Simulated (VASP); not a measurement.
Input of a VASP 6.6.1 run:

Contents of INCAR:

```
SYSTEM = Y2SiTe
ALGO = Fast ; EDIFF = 1E-6
ENCUT = 520 ; GGA = PE
ISIF = 2 ; ISMEAR = 0
LASPH = .True. ; LCHARG = .False.
LREAL = .False. ; LWAVE = .False.
NBANDS = 24 ; NELM = 100
PREC = Accurate ; SIGMA = 0.1
```

File KPOINTS:

```
k-points
0
Gamma
  12 12 10
  0 0 0
```

POSCAR

```
Y2SiTe
1.0
    5.4690711603      0.0000000000      0.0000000000
   -2.7345355801      4.7363545599      0.0000000000
    0.0000000000      0.0000000000      5.4236296710
Y Si Te
2 1 1
Direct
    0.3333333333      0.6666666667      0.5000000000
    0.6666666667      0.3333333333      0.5000000000
    0.0000000000      0.0000000000      0.0000000000
    0.0000000000      0.0000000000      0.5000000000
```

Potentials or basis: VASP PAW PBE potentials, release 64 (Y_sv, Si, Te).

Launch:

```console
$ cat potpaw_PBE.64/Y_sv/POTCAR potpaw_PBE.64/Si/POTCAR potpaw_PBE.64/Te/POTCAR > POTCAR
$ mpirun -np 1 vasp_std > vasp.out
```

(1) Estimate the pressure.

(2) What does it give for the band gap on the k mesh?

Answers

(1) 0.0 GPa.

(2) zero (bands 16 and 17 overlap by 0.97 eV).

Caveat: spin-orbit coupling is left out, which moves the levels of the heavy elements.
